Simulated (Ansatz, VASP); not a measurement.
## PdI4: VASP beside Ansatz

```xyz
5
Lattice="5.9887 0.0000 0.0000 0.0000 5.9887 0.0000 0.0000 0.0000 5.9887" Properties=species:S:1:pos:R:3 pbc="T T T"
Pd    0.0000    0.0000    0.0000
I     1.4972    1.4972    1.4972
I     4.4915    4.4915    1.4972
I     1.4972    4.4915    4.4915
I     4.4915    1.4972    4.4915
```

Change from the starting cell: species swapped into the SnI4 type (P-43m, No. 215).

Alike in both runs: task relaxation of cell and atoms; functional PBE; k mesh 6 × 6 × 6; occupations gaussian, width 0.1 eV; no spin polarisation.

|  | VASP | Ansatz |
| --- | --- | --- |
| version | VASP 6.6.1 | Ansatz 0.2.0 |
| potentials or method | VASP PAW PBE potentials, release 64 (Pd, I), cutoff 600 eV | scalar-relativistic, plane waves, PAW |
| valence electrons in the cell | 38 | 86 |

VASP gave:

| Item | Value |
| --- | --- |
| gap on the k mesh at the Fermi level, each at its own relaxed structure (eV) | none |
| relaxed volume (Å³/atom) | 36.54 |
| relaxed cell length with the largest relative difference (Å) | 5.674 |

**Question.** What did Ansatz give for the same quantities?

**Answer.** gap on the k mesh at the Fermi level, each at its own relaxed structure (eV): none; relaxed volume (Å³/atom): 36.55; relaxed cell length with the largest relative difference (Å): 5.675.

A gap of «none» marks a metal or a gap that the smearing closes. VASP's potentials hold 38 valence electrons a cell and Ansatz's 86, so a difference there can come from the potentials and not from the codes.

Spin-orbit coupling is off throughout.
